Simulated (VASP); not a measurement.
Ag: single point with r2SCAN

Crystal: Ag.

```
Ag
1.0
     5.22650    0.00000    0.00000
     0.00000    5.22650    0.00000
     0.00000    0.00000    5.22650
Ag
8
Direct
  0.50000 0.50000 0.50000
  0.00000 0.00000 0.00000
  0.25000 0.00000 0.50000
  0.50000 0.25000 0.00000
  0.50000 0.75000 0.00000
  0.75000 0.00000 0.50000
  0.00000 0.50000 0.75000
  0.00000 0.50000 0.25000
```

| Quantity | Value |
| --- | --- |
| Program | VASP 6.6.1 |
| Task | single point |
| Functional | r2SCAN |
| Potentials or basis | VASP PAW PBE potentials, release 64 (Ag) |
| Cutoff | 520 eV |
| k mesh | 8 × 8 × 8 |
| Occupations | gaussian, width 0.1 eV |
| Spin | no spin polarisation |
| Dipole correction | no |
| Further INCAR settings | ALGO = Normal; EDIFF = 1e-06; NBANDS = 54 |

```
Pressure               : 0.1 GPa
Band gap on the k mesh : zero (band 44 reaches 8.94 eV, above the bottom of band 45 at 6.47 eV)
```

Levels at points of the mesh, in eV from the Fermi level:
```csv
k point,band 42,band 43,band 44,band 45,band 46,band 47
"(0.00, 0.00, 0.00)",-0.10,-0.10,-0.10,0.98,0.98,1.08
"(0.50, 0.00, 0.00)",-2.95,1.02,1.02,1.13,1.13,2.90
"(0.50, 0.50, 0.00)",-2.87,-2.69,-2.69,1.47,2.82,2.82
"(0.50, 0.50, 0.50)",-1.44,-1.44,-1.44,-1.44,-1.44,-1.18
```

Wall time 6.7 min on 1 thread of AMD EPYC 9R45 96-Core Processor (Zen 5), on a shared host, peak memory 0.34 GiB.

Caveat: the PAW data sets were made with another functional, which shifts forces and pressure a little.
